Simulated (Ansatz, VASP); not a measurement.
# MgH2: VASP beside Ansatz

File INCAR:

```
PREC = Accurate ; ENCUT = 520
EDIFF = 1E-7 ; ISMEAR = 0
SIGMA = 0.01 ; LREAL = False
LASPH = True ; NELM = 80
ALGO = Normal ; ISIF = 2
LWAVE = False ; LCHARG = False
GGA = PE ; NBANDS = 13
```

Contents of KPOINTS:

```
regular mesh
0
Gamma
  6 6 8
```

File POSCAR:

```
MgH2
1.0
    4.5161612686      0.0000000000      0.0000000000
    0.0000000000      4.5161612686      0.0000000000
    0.0000000000      0.0000000000      3.0126795408
Mg H
2 4
Direct
    0.0000000000      0.0000000000      0.0000000000
    0.5000000000      0.5000000000      0.5000000000
    0.3044145892      0.3044145892      0.0000000000
    0.1955854108      0.8044145892      0.5000000000
    0.8044145892      0.1955854108      0.5000000000
    0.6955854108      0.6955854108      0.0000000000
```

Input for Ansatz:

```yaml
crystal:
  lattice:
    - [4.5161612686, 0.0, 0.0]
    - [0.0, 4.5161612686, 0.0]
    - [0.0, 0.0, 3.0126795408]
  atoms:
    - { symbol: Mg, position: [0.0, 0.0, 0.0] }
    - { symbol: Mg, position: [0.5, 0.5, 0.5] }
    - { symbol: H, position: [0.3044145892, 0.3044145892, 0.0] }
    - { symbol: H, position: [0.1955854108, 0.8044145892, 0.5] }
    - { symbol: H, position: [0.8044145892, 0.1955854108, 0.5] }
    - { symbol: H, position: [0.6955854108, 0.6955854108, 0.0] }
kpoints:
  mp_grid: { grid: [6, 6, 8] }
hamiltonian:
  xc: pbe
scf:
  occupations: { method: fixed }
  n_extra_bands: 5
output:
  forces: true
  stress: true
  eigenvalues: true
```

Alike in both runs: task single point; functional PBE; k mesh 6 × 6 × 8; no spin polarisation.

```csv
,VASP,Ansatz
version,VASP 6.6.1,Ansatz 0.2.0
potentials or method,"VASP PAW PBE potentials, release 64 (Mg, H)","plane waves, PAW"
plane-wave cutoff (eV),520,420
occupations,"gaussian, width 0.01 eV",fixed
valence electrons in the cell,8,24
```

|  | VASP | Ansatz | Ansatz less VASP |
| --- | --- | --- | --- |
| gap on the k mesh at the Fermi level (eV) | 3.80 | 3.81 | +0.010 |
| pressure (GPa) | -0.3 | 0.0 | +0.28 |
| traceless stress, the component that is largest in VASP (GPa) | -0.05 | 0.00 | +0.051 |

VASP's potentials hold 8 valence electrons a cell and Ansatz's 24, so a difference there can come from the potentials and not from the codes.
